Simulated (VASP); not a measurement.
# Cu (Immm) in VASP: a series of runs

Runs on Cu. Level: PBE. Tasks: single point.

All numbers are computed with VASP 6.6.1; they aren't measurements. Logs are shortened: lines on timing, memory, paths and dates and some standing lists are left out, and cuts for length are marked.

## Step 1: The cell of the first run

Symmetry: Immm, No. 71, orthorhombic system. The conventional cell has a = 2.460 Å, b = 2.652 Å, c = 3.615 Å, α = 90.00°, β = 90.00°, γ = 90.00°. Within 3.2 Å of Cu (site symmetry mmm) lie 12 Cu at 2.46 to 2.65 Å.

## Step 2: Single point, PBE (strain +0.0750 x Voigt [0, 0, 0, 0, 1, 0])

Input file INCAR:

```
PREC     = Accurate       # precision mode
ENCUT    = 520            # plane-wave cutoff, eV
EDIFF    = 1E-6           # SCF threshold, eV
ISMEAR   = 0              # smearing method
SIGMA    = 0.15           # smearing width, eV
LREAL    = False          # projectors in reciprocal space
LASPH    = True           # aspherical terms in the spheres
NELM     = 80             # most SCF steps
ALGO     = Fast           # electronic algorithm
ISIF     = 2              # what is computed and relaxed
LWAVE    = False          # write WAVECAR
LCHARG   = False          # write CHGCAR
GGA      = PE             # functional
NBANDS   = 12             # bands
```

Input file KPOINTS:

```
regular mesh
0
Gamma
  22 22 22
```

Input file POSCAR:

```
Cu
1.0
    0.0677812500      1.8075000000      1.8075000000
    1.8752812500      0.0000000000      1.8752812500
    1.8075000000      1.8075000000      0.0677812500
Cu
1
Direct
    0.0000000000      0.0000000000      0.0000000000
```

Potentials or basis: VASP PAW PBE potentials, release 64 (Cu).

On the command line:

```bash
$ cat potpaw_PBE.64/Cu/POTCAR > POTCAR
$ mpirun -np 1 vasp_std > vasp.out
```

OUTCAR:

```text
PREC = Accurate
   ENCUT = 520
   EDIFF = 1E-6
   ISMEAR = 0
   LREAL = False
   LASPH = True
   NELM = 80
   ISIF = 2
   GGA = PE

 ion  position               nearest neighbor table
   1  0.000  0.000  0.000-

  LATTYP: Found a body centered orthorhombic cell.
 ALAT       =     2.4603338510
 B/A-ratio  =     1.0779220779
 C/A-ratio  =     1.4693127921

  Lattice vectors:

 A1 = (   0.0677812500,  -1.8075000000,   1.8075000000)
 A2 = (  -0.0677812500,  -1.8075000000,  -1.8075000000)
 A3 = (   1.8075000000,   1.8075000000,   0.0677812500)

Analysis of symmetry for initial positions (statically):
=====================================================================
 Subroutine PRICEL returns:
 Original cell was already a primitive cell.

 Routine SETGRP: Setting up the symmetry group for a
 body centered orthorhombic supercell.

 Subroutine GETGRP returns: Found  8 space group operations
 (whereof  8 operations were pure point group operations)
 out of a pool of  8 trial point group operations.

The static configuration has the point symmetry D_2h.

Analysis of symmetry for dynamics (positions and initial velocities):
=====================================================================
 Subroutine PRICEL returns:
 Original cell was already a primitive cell.

 Routine SETGRP: Setting up the symmetry group for a
 body centered orthorhombic supercell.

 Subroutine GETGRP returns: Found  8 space group operations
 (whereof  8 operations were pure point group operations)
 out of a pool of  8 trial point group operations.

The dynamic configuration has the point symmetry D_2h.

 Subroutine INISYM returns: Found  8 space group operations
 (whereof  8 operations are pure point group operations),
 and found     1 'primitive' translations

----------------------------------------------------------------------------------------

                                     Primitive cell

  volume of cell :      11.7938

  direct lattice vectors                    reciprocal lattice vectors
     0.067781250  1.807500000  1.807500000    -0.287402777  0.276625173  0.287402777
     1.875281250  0.000000000  1.875281250     0.266626673 -0.276625173  0.266626673
     1.807500000  1.807500000  0.067781250     0.287402777  0.276625173 -0.287402777

  length of vectors
     2.557089517  2.652048177  2.557089517     0.491652518  0.467654842  0.491652518

  position of ions in fractional coordinates (direct lattice)
     0.000000000  0.000000000  0.000000000

  ion indices of the primitive-cell ions
   primitive index   ion index
                 1           1

----------------------------------------------------------------------------------------

 KPOINTS: regular mesh

Automatic generation of k-mesh.
 Grid dimensions read from file:
 generate k-points for:   22   22   22

 Generating k-lattice:

  Cartesian coordinates                     Fractional coordinates (reciprocal lattice)
    -0.013063763  0.012573871  0.013063763     0.045454545  0.000000000 -0.000000000
     0.012119394 -0.012573871  0.012119394     0.000000000  0.045454545  0.000000000
     0.013063763  0.012573871 -0.013063763    -0.000000000  0.000000000  0.045454545

  Length of vectors
     0.022347842  0.021257038  0.022347842

  Shift w.r.t. Gamma in fractional coordinates (k-lattice)
     0.000000000  0.000000000  0.000000000

 Subroutine IBZKPT returns following result:
 ===========================================

 Found   1530 irreducible k-points:

 Following reciprocal coordinates:
            Coordinates               Weight
  0.000000  0.000000  0.000000      1.000000
  0.045455  0.000000  0.000000      4.000000
  0.090909  0.000000  0.000000      4.000000
  0.136364  0.000000 -0.000000      4.000000
  0.181818  0.000000 -0.000000      4.000000
  0.227273  0.000000  0.000000      4.000000
[... 16 lines left out ...]
  0.454545  0.045455  0.000000      8.000000
  0.500000  0.045455  0.000000      8.000000
 [... further k-points ...]
   k-points           NKPTS =   1530   k-points in BZ     NKDIM =   1530   number of bands    NBANDS=     12
   number of dos      NEDOS =    301   number of ions     NIONS =      1
   total plane-waves  NPLWV =   8000
   dimension x,y,z NGX =    20 NGY =   20 NGZ =   20
   dimension x,y,z NGXF=    40 NGYF=   40 NGZF=   40
   ions per type =               1
   NGX,Y,Z   is equivalent  to a cutoff of  13.00, 12.54, 13.00 a.u.
   NGXF,Y,Z  is equivalent  to a cutoff of  26.01, 25.07, 26.01 a.u.
 SYSTEM =  unknown system
   PREC   = accura    normal or accurate (medium, high low for compatibility)
   ISTART =      0    job   : 0-new  1-cont  2-samecut
   ICHARG =      2    charge: 1-file 2-atom 10-const
   ISPIN  =      1    spin polarized calculation?
   LNONCOLLINEAR =      F non collinear calculations
   LSORBIT =      F    spin-orbit coupling
   LASPH  =      T    aspherical Exc in radial PAW
   ENCUT  =  520.0 eV  38.22 Ry    6.18 a.u.   4.75  4.93  4.75*2*pi/ulx,y,z
   NELM   =     80;   NELMIN=  2; NELMDL= -5     # of ELM steps
   EDIFF  = 0.1E-05   stopping-criterion for ELM
   LREAL  =      F    real-space projection
   EDIFFG = 0.1E-04   stopping-criterion for IOM
   NSW    =      0    number of steps for IOM
   IBRION =     -1    ionic relax: 0-MD 1-quasi-New 2-CG
   NFREE  =      0    steps in history (QN), initial steepest desc. (CG)
   ISIF   =      2    stress and relaxation
   ISYM   =      2    0-nonsym 1-usesym 2-fastsym
   POTIM  = 0.5000    time-step for ionic-motion
   TEBEG  =    0.0;   TEEND  =   0.0 temperature during run
   PSTRESS=    0.0 pullay stress
   NELECT =      11.0000    total number of electrons
   NUPDOWN=      -1.0000    fix difference up-down
   EMIN   =  10.00;   EMAX   =-10.00  energy-range for DOS
   EFERMI =   0.00;   METHOD = LEGACY
   ISMEAR =     0;   SIGMA  =   0.15  broadening in eV -4-tet -1-fermi 0-gaus
   EFERMI_NEDOS =   21; number of points for ismear=-14 and -15
   IALGO  =     68    algorithm
   IMIX   =      4    mixing-type and parameters
     AMIX     =   0.40;   BMIX     =  1.00
     AMIX_MAG =   1.60;   BMIX_MAG =  1.00
  volume/ion in A,a.u.               =      11.79        79.59
  Fermi-wavevector in a.u.,A,eV,Ry     =   1.599513  3.022642 34.809720  2.558442
  Thomas-Fermi vector in A             =   2.696794
   LORBIT       =      0    0 simple, 1 ext, 2 COOP (PROOUT), +10 PAW based schemes
   GGA     = PE    functional components
   LHFCALC =     F    Hartree Fock is set to
   AEXX    =    0.0000 exact exchange contribution
   IVDW    =     0    specifies the selected vdW correction
   LEPSILON=     F    determine dielectric tensor
   LRPA    =     F    only Hartree local field effects (RPA)
 non-spin polarized calculation
 RMM-DIIS sequential band-by-band and
 Gauss-broadening in eV      SIGMA  =   0.15
  energy-cutoff  :      520.00
  volume of cell :       11.79
 maximum number of plane-waves:       330
   NGX =  9   NGY =  9   NGZ =  9

 number of electron      10.9999991 magnetization

 Free energy of the ion-electron system (eV)
  ---------------------------------------------------
  ext. energy  EPLUGINS =         0.00000000
  ---------------------------------------------------
  free energy    TOTEN  =        -3.71051134 eV

  energy without entropy =       -3.70709028  energy(sigma->0) =       -3.70880081

 E-fermi :   7.6204     XC(G=0): -12.7312

 val. band max:        7.6190841217   @ k =  -0.3182   0.0000   0.1818
 cond. band min:       7.6219339128   @ k =   0.2273  -0.4545   0.1818
 fundamental gap:      0.0028497910
 Fermi energy:         7.6204281557

 k-point     1 :       0.0000    0.0000    0.0000
  band No.  band energies     occupation
      1      -1.7580      2.00000
      2       4.3798      2.00000
      3       4.4927      2.00000
      4       4.7709      2.00000
      5       5.4118      2.00000
      6       5.4264      2.00000
      7      29.5837      0.00000
      8      31.0772      0.00000
      9      33.5660      0.00000
     10      33.8716      0.00000
     11      34.7787      0.00000
     12      34.9996      0.00000

 k-point     2 :       0.0455    0.0000    0.0000
  band No.  band energies     occupation
      1      -1.6782      2.00000
      2       4.3965      2.00000
      3       4.5052      2.00000
      4       4.7611      2.00000
      5       5.4015      2.00000
      6       5.4167      2.00000
      7      29.5087      0.00000
      8      30.8532      0.00000
      9      32.4541      0.00000
     10      33.8209      0.00000
     11      34.2161      0.00000
     12      35.6279      0.00000

 k-point     3 :       0.0909    0.0000    0.0000
  band No.  band energies     occupation
      1      -1.4407      2.00000
      2       4.4427      2.00000
      3       4.5251      2.00000
      4       4.7498      2.00000
      5       5.3747      2.00000
      6       5.3904      2.00000
      7      28.9907      0.00000
      8      30.3813      0.00000
      9      30.4902      0.00000
     10      33.1363      0.00000
     11      35.0378      0.00000
     12      36.1619      0.00000

 k-point     4 :       0.1364    0.0000   -0.0000
  band No.  band energies     occupation
      1      -1.0513      2.00000
      2       4.5047      2.00000
      3       4.5059      2.00000
      4       4.7839      2.00000
      5       5.3440      2.00000
      6       5.3578      2.00000
      7      27.0441      0.00000
      8      29.7484      0.00000
      9      29.8828      0.00000
     10      32.5359      0.00000
     11      36.0470      0.00000
     12      36.4446      0.00000

 k-point     5 :       0.1818    0.0000   -0.0000
  band No.  band energies     occupation
      1      -0.5217      2.00000
      2       4.4436      2.00000
      3       4.5626      2.00000
      4       4.8555      2.00000
      5       5.3328      2.00000
      6       5.3426      2.00000
      7      24.6286      0.00000
      8      29.4396      0.00000
      9      29.4407      0.00000
     10      31.9794      0.00000
     11      36.5438      0.00000
     12      36.6931      0.00000
[... 228 lines left out ...]
      1       2.0011      2.00000
      2       4.4525      2.00000
      3       4.7120      2.00000
      4       4.8157      2.00000
      5       5.7205      2.00000
      6       5.8429      2.00000
      7      16.3717      0.00000
      8      27.5392      0.00000
      9      29.0060      0.00000
     10      29.8523      0.00000
     11      32.7156      0.00000
     12      34.8573      0.00000

 k-point    22 :       0.4091    0.0455    0.0000
  band No.  band energies     occupation
      1       2.3848      2.00000
      2       4.3892      2.00000
      3       4.7587      2.00000
      4       5.1962      2.00000
      5       5.9000      2.00000
      6       6.1057      2.00000
      7      14.4833      0.00000
      8      27.4842      0.00000
      9      28.4770      0.00000
     10      29.4873      0.00000
     11      32.4994      0.00000
     12      34.1132      0.00000

 k-point    23 :       0.4545    0.0455    0.0000
  band No.  band energies     occupation
      1       2.5614      2.00000
      2       4.3442      2.00000
      3       4.7182      2.00000
      4       5.5719      2.00000
      5       5.9977      2.00000
      6       6.6674      2.00000
      7      12.9132      0.00000
      8      27.4246      0.00000
      9      28.0485      0.00000
     10      29.3353      0.00000
     11      32.4227      0.00000
     12      33.5544      0.00000

 k-point    24 :       0.5000    0.0455    0.0000
  band No.  band energies     occupation
      1       2.6197      2.00000
      2       4.3241      2.00000
      3       4.6962      2.00000
      4       5.7186      2.00000
      5       6.0306      2.00000
      6       7.1958      1.99994
      7      11.9913      0.00000
      8      27.1575      0.00000
      9      27.9929      0.00000
     10      29.3848      0.00000
     11      32.4083      0.00000
     12      33.2575      0.00000

 [... further k-points ...]
[... 5 lines left out ...]
  --------------------------------------------------------------------------------------
  -------------------------------------------------------------------------------------
  Total        0.2676488      0.1629992      0.2676488      0.0000000      0.0000000     -0.4662522
  in kB       36.3598550     22.1432945     36.3598550      0.0000000      0.0000000    -63.3399481
  external PRESSURE =      31.6210015 kB  Pullay stress =       0.0000000 kB

 VOLUME and BASIS-vectors are now :
 -----------------------------------------------------------------------------
  energy-cutoff  :      520.00
  volume of cell :       11.79
      direct lattice vectors                 reciprocal lattice vectors
     0.067781250  1.807500000  1.807500000    -0.287402777  0.276625173  0.287402777
     1.875281250  0.000000000  1.875281250     0.266626673 -0.276625173  0.266626673
     1.807500000  1.807500000  0.067781250     0.287402777  0.276625173 -0.287402777

 POSITION                                       TOTAL-FORCE (eV/Angst)
 -----------------------------------------------------------------------------------
      0.00000      0.00000      0.00000         0.000000      0.000000      0.000000
 -----------------------------------------------------------------------------------
    total drift:                               -0.000000     -0.000000     -0.000000

  FREE ENERGIE OF THE ION-ELECTRON SYSTEM (eV)
  ---------------------------------------------------
  free  energy   TOTEN  =        -3.7105113429 eV

  energy  without entropy=       -3.7070902799  energy(sigma->0) =       -3.70880081
```

Wall time 2 min (1 thread of AMD EPYC 9R45 (Zen 5), shared host); peak memory 0.28 GiB.

Results:

```
Free energy : -3.7105 eV
Pressure    : 3.2 GPa
```

Stress tensor (GPa, compression positive):
```
 3.64  0.00 -6.33
 0.00  2.21  0.00
-6.33  0.00  3.64
```

Levels at points of the mesh, in eV from the Fermi level:
```csv
k point,band 3,band 4,band 5,band 6,band 7,band 8,band 9,band 10
"(0.00, 0.00, 0.00)",-3.13,-2.85,-2.21,-2.19,21.96,23.46,25.95,26.25
"(0.50, 0.00, 0.00)",-2.94,-1.70,-1.56,-0.66,4.29,20.23,20.82,22.20
"(0.00, 0.50, 0.00)",-2.88,-1.77,-1.61,-1.35,3.25,21.10,22.94,23.52
"(0.50, 0.50, 0.00)",-1.72,-1.53,-1.47,1.51,7.15,13.11,13.11,17.60
"(0.50, 0.00, 0.50)",-1.67,-1.52,-1.50,1.47,7.10,11.37,14.94,16.87
```

Caveat: the cell differs from its parent crystal (strain +0.0750 x Voigt [0, 0, 0, 0, 1, 0]).

## Step 3: Single point, PBE (strain -0.0500 x Voigt [0, 0, 0, 0, 1, 0])

Input file INCAR:

```
PREC = Accurate
ENCUT = 520
EDIFF = 1E-7
ISMEAR = 0
SIGMA = 0.15
LREAL = F
LASPH = T
NELM = 60
ALGO = Fast
ISIF = 2
LWAVE = F
LCHARG = F
GGA = PE
NBANDS = 12
```

KPOINTS is that of step 2.

Input file POSCAR:

```
Cu
1.0
   -0.0451875000      1.8075000000      1.8075000000
    1.7623125000      0.0000000000      1.7623125000
    1.8075000000      1.8075000000     -0.0451875000
Cu
1
Direct
    0.0000000000      0.0000000000      0.0000000000
```

Potentials or basis: VASP PAW PBE potentials, release 64 (Cu).

On the command line:

```bash
$ cat potpaw_PBE.64/Cu/POTCAR > POTCAR
$ mpirun -np 1 vasp_std > vasp.out
```

Wall time 2.3 min (1 thread of AMD EPYC 9R45 (Zen 5), shared host); peak memory 0.27 GiB.

Results (log left out):

```
Free energy : -3.7206 eV
Pressure    : 2.8 GPa
```

Stress tensor (GPa, compression positive):
```
2.95 0.00 4.42
0.00 2.40 0.00
4.42 0.00 2.95
```

Levels at points of the mesh, in eV from the Fermi level:
```tsv
k point	band 2	band 3	band 4	band 5	band 6	band 7	band 8	band 9	band 10	band 11
(0.00, 0.00, 0.00)	-3.17	-3.08	-2.91	-2.21	-2.20	22.28	24.03	25.58	26.50	26.73
(0.50, 0.00, 0.00)	-3.18	-2.94	-1.72	-1.62	-1.24	3.41	21.17	22.55	23.01	25.13
(0.00, 0.50, 0.00)	-3.21	-2.98	-1.68	-1.58	-0.78	4.10	20.55	21.21	22.10	24.35
(0.50, 0.50, 0.00)	-4.44	-1.69	-1.51	-1.48	1.50	7.13	13.09	13.09	17.58	20.27
(0.50, 0.00, 0.50)	-4.45	-1.66	-1.51	-1.50	1.48	7.10	11.92	14.30	17.21	20.67
```

Caveat: the cell differs from its parent crystal (strain -0.0500 x Voigt [0, 0, 0, 0, 1, 0]).

(Part 1 of 2 ends here.)
